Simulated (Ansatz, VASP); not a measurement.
# ZnSe: VASP beside Ansatz

```
Zn Se
1.0
     0.00000    2.80546    2.83380
     2.80546    0.00000    2.83380
     2.80546    2.80546    0.00000
Zn Se
1 1
Direct
  0.00000 0.00000 0.00000
  0.75000 0.75000 0.75000
```

Change from the starting cell: equal xx and yy strain of -1 %, PAW files.

Alike in both runs: task electric field gradients; functional PBE; k mesh 8 × 8 × 8; occupations fermi-dirac, width 0.03 eV; no spin polarisation.

|  | VASP | Ansatz |
| --- | --- | --- |
| version | VASP 6.6.1 | Ansatz 0.2.0 |
| potentials or method | VASP PAW PBE potentials, release 64 (Zn, Se) | PAW with Ansatz's default frozen-core files, scalar-relativistic |
| plane-wave cutoff (eV) | 520 | 420 |
| valence electrons in the cell | 18 | 28 |

Ansatz gave:

```
gap on the k mesh at the Fermi level (eV)                     : 1.36
pressure (GPa)                                                : 3.5
traceless stress, the component that is largest in VASP (GPa) : -0.23
size of Vzz on the site where it differs most (V/Å²)          : 1.8
```

Which values does VASP return?

gap on the k mesh at the Fermi level (eV): 1.36; pressure (GPa): 3.8; traceless stress, the component that is largest in VASP (GPa): -0.23; size of Vzz on the site where it differs most (V/Å²): 1.7.

The functional is the same, so the differences come from potentials, cutoffs and numerics. VASP's potentials hold 18 valence electrons a cell and Ansatz's 28, so a difference there can come from the potentials and not from the codes.
